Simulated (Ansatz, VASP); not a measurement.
## TaSi2 in VASP and in Ansatz

INCAR

```
ALGO = Normal ; EDIFF = 1E-6
ENCUT = 520 ; GGA = PS
ISIF = 2 ; ISMEAR = 0
LASPH = True ; LCHARG = True
LELF = True ; LREAL = False
LVHAR = True ; LWAVE = False
NBANDS = 38 ; NELM = 100
PREC = Accurate ; SIGMA = 0.15
```

KPOINTS

```
k-points
0
Gamma
  9 9 6
```

File POSCAR:

```
TaSi2
1.0
    4.7613605622      0.0000000000      0.0000000000
   -2.3806802811      4.1234592035      0.0000000000
    0.0000000000      0.0000000000      6.5581204410
Ta Si
3 6
Direct
    0.2752743179      0.0000000000     -0.0978939020
    0.5000000000      0.5000000000      0.6666666667
    0.0000000000      0.5000000000      0.3333333333
    0.1592624125      0.3185248251      0.0000000000
    0.8407375875      0.1592624125      0.6666666667
    0.6814751749      0.8407375875      0.3333333333
    0.8407375875      0.6814751749      0.0000000000
    0.1592624125      0.8407375875      0.6666666667
    0.3185248251      0.1592624125      0.3333333333
```

Input for Ansatz:

```yaml
crystal:
  lattice:
    - [4.7613605622, 0.0, 0.0]
    - [-2.3806802811, 4.1234592035, 0.0]
    - [0.0, 0.0, 6.558120441]
  atoms:
    - { symbol: Ta, position: [0.2752743179, 0.0, -0.097893902] }
    - { symbol: Ta, position: [0.5, 0.5, 0.6666666667] }
    - { symbol: Ta, position: [0.0, 0.5, 0.3333333333] }
    - { symbol: Si, position: [0.1592624125, 0.3185248251, 0.0] }
    - { symbol: Si, position: [0.8407375875, 0.1592624125, 0.6666666667] }
    - { symbol: Si, position: [0.6814751749, 0.8407375875, 0.3333333333] }
    - { symbol: Si, position: [0.8407375875, 0.6814751749, 0.0] }
    - { symbol: Si, position: [0.1592624125, 0.8407375875, 0.6666666667] }
    - { symbol: Si, position: [0.3185248251, 0.1592624125, 0.3333333333] }
basis:
  ecutwfc: 420
kpoints:
  mp_grid: { grid: [9, 9, 6] }
hamiltonian:
  xc: pbesol
  pseudopotentials: { kind: paw, azcp: { folder: soft_1 } }
scf:
  occupations: { method: gaussian, width: 0.15 }
output:
  forces: true
  stress: true
  eigenvalues: true
```

Alike in both runs: task single point; functional PBEsol; k mesh 9 × 9 × 6; occupations gaussian, width 0.15 eV; no spin polarisation.

|  | VASP | Ansatz |
| --- | --- | --- |
| version | VASP 6.6.1 | Ansatz 0.2.0 |
| potentials or method | VASP PAW PBE potentials, release 64 (Ta_pv, Si), cutoff 520 eV | scalar-relativistic, plane waves, PAW |
| valence electrons in the cell | 57 | 63 |

|  | VASP | Ansatz | Ansatz less VASP |
| --- | --- | --- | --- |
| gap on the k mesh at the Fermi level (eV) | none | none | - |
| rms of the force components (eV/Å) | 9.737 | 9.821 | +0.0846 |

VASP's potentials were made for PBE, not for PBEsol, and Ansatz warns of the same on its side. Atom by atom the forces differ by 0.136 eV/Å (rms over components). A gap of «none» marks a metal or a gap that the smearing closes. VASP's potentials hold 57 valence electrons a cell and Ansatz's 63, so a difference there can come from the potentials and not from the codes.

Neither program's run includes spin-orbit coupling.
